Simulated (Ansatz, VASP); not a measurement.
**Two plane-wave programs on V**

```
V
1.0
     0.00000    1.91210    1.91210
     1.91210    0.00000    1.91210
     1.91210    1.91210    0.00000
V
2
Cartesian
  -0.4780 -0.4780 -0.4780
  0.4780 0.4780 0.4780
```

Change from the starting cell: volume scaled by 0.4, PAW files, core large.

Alike in both runs: task single point; functional PBEsol; k mesh 14 × 14 × 14; occupations fermi-dirac, width 0.08 eV; no spin polarisation.

|  | VASP | Ansatz |
| --- | --- | --- |
| version | VASP 6.6.1 | Ansatz 0.2.0 |
| potentials or method | VASP PAW PBE potentials, release 64 (V_sv) | PAW with other files of Ansatz's library (core large), scalar-relativistic |
| plane-wave cutoff (eV) | 520 | 420 |
| valence electrons in the cell | 26 | 26 |

```csv
,VASP,Ansatz,Ansatz less VASP
pressure (GPa),589.2,497.0,-92.19
```

VASP's potentials were made for PBE, not for PBEsol. The pressures are high and differ by over a tenth, so treat them with care. The functional is the same, so the differences come from potentials, cutoffs and numerics. Ansatz's warnings: datasets by core.

Noted on VASP's run: the cell as given lies far from equilibrium.
